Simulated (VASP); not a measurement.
A run of VASP 6.6.1 is set up as follows.

INCAR

```
SYSTEM = Rh
PREC     = Accurate       ! precision mode
ENCUT    = 520            ! plane-wave cutoff, eV
EDIFF    = 1E-6           ! SCF threshold, eV
ISMEAR   = 0              ! smearing method
SIGMA    = 0.1            ! smearing width, eV
LREAL    = .False.        ! projectors in reciprocal space
LASPH    = .True.         ! aspherical terms in the spheres
NELM     = 80             ! most SCF steps
ALGO     = Fast           ! electronic algorithm
ISIF     = 2              ! what is computed and relaxed
LWAVE    = .False.        ! write WAVECAR
LCHARG   = .False.        ! write CHGCAR
GGA      = PS             ! functional
NBANDS   = 22             ! bands
```

The input KPOINTS:

```
Automatic mesh
0
Gamma
  24 24 12
  0 0 0
```

File POSCAR:

```
Rh
1.0
    2.5274119196      0.0000000000      0.0000000000
   -1.2637059598      2.1888029282      0.0000000000
    0.0000000000      0.0000000000      4.5490571930
Rh
2
Direct
    0.6666666667      0.3333333333      0.7500000000
    0.3333333333      0.6666666667      0.2500000000
```

Potentials or basis: VASP PAW PBE potentials, release 64 (Rh_pv).

Command:

```sh
$ cat potpaw_PBE.64/Rh_pv/POTCAR > POTCAR
$ mpirun -np 1 vasp_std > vasp.out
```

Q: Predict the band gap on the k mesh.

A: Zero (bands 15 and 16 overlap by 3.10 eV).

Q: Predict the pressure.

A: 30.5 GPa.

Stress tensor (GPa, compression positive):
```
45.76  0.00  0.00
 0.00 45.76  0.00
 0.00  0.00 -0.03
```

Caveat: the cell differs from its parent crystal (biaxial strain in the a-b plane: -6.0 %, then relaxed in part); the cell stands under pressure; the PAW data sets were made with another functional, which shifts forces and pressure a little.
